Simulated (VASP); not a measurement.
A run of VASP 6.6.1:

The input INCAR:

```
ALGO = Normal ; EDIFF = 1E-6
ENCUT = 520 ; GGA = PE
ISIF = 2 ; ISMEAR = 0
LASPH = T ; LCHARG = F
LREAL = F ; LWAVE = F
NBANDS = 26 ; NELM = 100
PREC = Accurate ; SIGMA = 0.1
```

File KPOINTS:

```
k-points
0
Gamma
  6 6 4
```

Contents of POSCAR:

```
Zn2NF
1.0
    3.1028361364      0.0000000000      0.0000000000
   -1.5514180682      2.6871349179      0.0000000000
    0.0000000000      0.0000000000      5.5571914159
Zn N F
2 1 1
Direct
    0.3333333333      0.6666666667      0.7909959202
    0.3333333333      0.6666666667      0.2090040798
    0.6666666667      0.3333333333      0.0000000000
    0.0000000000      0.0000000000      0.5000000000
```

Potentials or basis: VASP PAW PBE potentials, release 64 (Zn, N, F).

Run with:

```console
$ cat potpaw_PBE.64/Zn/POTCAR potpaw_PBE.64/N/POTCAR potpaw_PBE.64/F/POTCAR > POTCAR
$ mpirun -np 1 vasp_std > vasp.out
```

Hardware: 1 thread of Oxide Virtual Turin-like Processor, with other jobs on the host.

**Question.** Estimate the wall time of this run.

**Answer.** Wall time 40 s on 1 thread of Oxide Virtual Turin-like Processor (shared host), peak memory 0.14 GiB. Counts: scf iterations 14, k points 21.
